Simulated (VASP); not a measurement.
# Ti: single point with PBEsol

Ti:

```
Ti
1.0
    -1.55254    1.55254    1.44075
     1.55254   -1.55254    1.44075
     1.55254    1.55254   -1.44075
Ti
1
Direct
  0.00000 0.00000 0.00000
```

This cell differs from its parent crystal: volume 13.891 Å^3 an atom, c/a of the conventional cell 0.9280.

| Quantity | Value |
| --- | --- |
| Program | VASP 6.6.1 |
| Task | single point |
| Functional | PBEsol |
| Potentials or basis | VASP PAW PBE potentials, release 64 (Ti_sv) |
| Cutoff | 520 eV |
| k mesh | 22 × 22 × 22 |
| Occupations | gaussian, width 0.15 eV |
| Spin | no spin polarisation |

```
Pressure               : 25.5 GPa
Band gap on the k mesh : zero (band 6 reaches 11.55 eV, above the bottom of band 7 at 9.72 eV)
```

Stress tensor (GPa, compression positive):
```
26.26  0.00  0.00
 0.00 26.26  0.00
 0.00  0.00 24.07
```

Levels at points of the mesh, in eV from the Fermi level:
```csv
k point,band 3,band 4,band 5,band 6,band 7,band 8,band 9,band 10
"(0.00, 0.00, 0.00)",-31.53,-31.52,-6.36,0.66,1.41,1.41,2.94,3.84
"(0.50, 0.00, 0.00)",-31.95,-31.58,-3.14,-1.00,2.29,3.49,4.35,5.59
"(0.50, 0.50, 0.00)",-31.87,-31.50,-3.04,-0.14,1.63,2.91,3.70,5.51
"(0.50, 0.50, 0.50)",-32.49,-32.29,-3.15,-2.88,5.05,5.05,5.23,9.64
```

Run time: 56 s on 1 thread of AMD EPYC 9R45 96-Core Processor (Zen 5) (shared host), peak memory 0.21 GiB.

Caveat: the PAW data sets were made with another functional, which shifts forces and pressure a little.
